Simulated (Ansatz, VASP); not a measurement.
**Two plane-wave programs on YBe2Al2Au**

File INCAR:

```
PREC = Accurate
ENCUT = 600
EDIFF = 1E-6
ISMEAR = 0
SIGMA = 0.1
LREAL = False
LASPH = True
NELM = 60
ALGO = Normal
ISIF = 3
LWAVE = False
LCHARG = False
GGA = PE
IBRION = 2
NSW = 90
EDIFFG = -0.04
```

KPOINTS

```
Automatic mesh
0
Gamma
  4 4 4
```

The input POSCAR:

```
YBe2Al2Au
1.0
    3.9397801300      0.0000000000      0.0000000000
    0.0000000000      3.9397801300      0.0000000000
    0.0000000000      0.0000000000      5.1838865600
Y Be Al Au
1 2 2 1
Direct
    0.0000000000      0.0000000000      0.5000000000
    0.0000000000      0.5000000000      0.0000000000
    0.5000000000      0.0000000000      0.0000000000
    0.5000000000      0.5000000000      0.2707569900
    0.5000000000      0.5000000000      0.7292430100
    0.0000000000      0.0000000000      0.0000000000
```

Input for Ansatz:

```yaml
crystal:
  lattice:
    - [3.93978013, 0.0, 0.0]
    - [0.0, 3.93978013, 0.0]
    - [0.0, 0.0, 5.18388656]
  atoms:
    - { symbol: "Y", position: [0.0, 0.0, 0.5] }
    - { symbol: Be, position: [0.0, 0.5, 0.0] }
    - { symbol: Be, position: [0.5, 0.0, 0.0] }
    - { symbol: Al, position: [0.5, 0.5, 0.27075699] }
    - { symbol: Al, position: [0.5, 0.5, 0.72924301] }
    - { symbol: Au, position: [0.0, 0.0, 0.0] }
basis:
  ecutwfc: 420
kpoints:
  mp_grid: { grid: [4, 4, 4] }
hamiltonian:
  xc: pbe
scf:
  occupations: { method: gaussian, width: 0.1 }
  lower_state_search: "off"
output:
  forces: true
  stress: true
  eigenvalues: true
relax:
  adjacent_minimum: "off"
  f_tol: 0.04
  max_steps: 70
  cell: { stress_tol: 0.4 }
```

Change from the starting cell: species swapped into the DyCr2Si2C type (P4/mmm, No. 123).

Alike in both runs: task relaxation of cell and atoms; functional PBE; k mesh 4 × 4 × 4; occupations gaussian, width 0.1 eV; no spin polarisation.

|  | VASP | Ansatz |
| --- | --- | --- |
| version | VASP 6.6.1 | Ansatz 0.2.0 |
| potentials or method | VASP PAW PBE potentials, release 64 (Y_sv, Be, Al, Au), cutoff 600 eV | scalar-relativistic, plane waves, PAW |
| valence electrons in the cell | 32 | 40 |

```tsv
	VASP	Ansatz	Ansatz less VASP
gap on the k mesh at the Fermi level, each at its own relaxed structure (eV)	none	none	-
relaxed volume (Å³/atom)	18.14	18.14	0.000
relaxed length of the cell vector where the two differ most in proportion (Å)	5.694	5.692	-0.0023
```

A gap of «none» marks a metal or a gap that the smearing closes. VASP's potentials hold 32 valence electrons a cell and Ansatz's 40, so a difference there can come from the potentials and not from the codes.

The k mesh is coarse, so the values compare programs but aren't converged. Neither program's run includes spin-orbit coupling. Noted on VASP's run: the volume moved by over 15 % at a fixed basis, so the end points are rough.
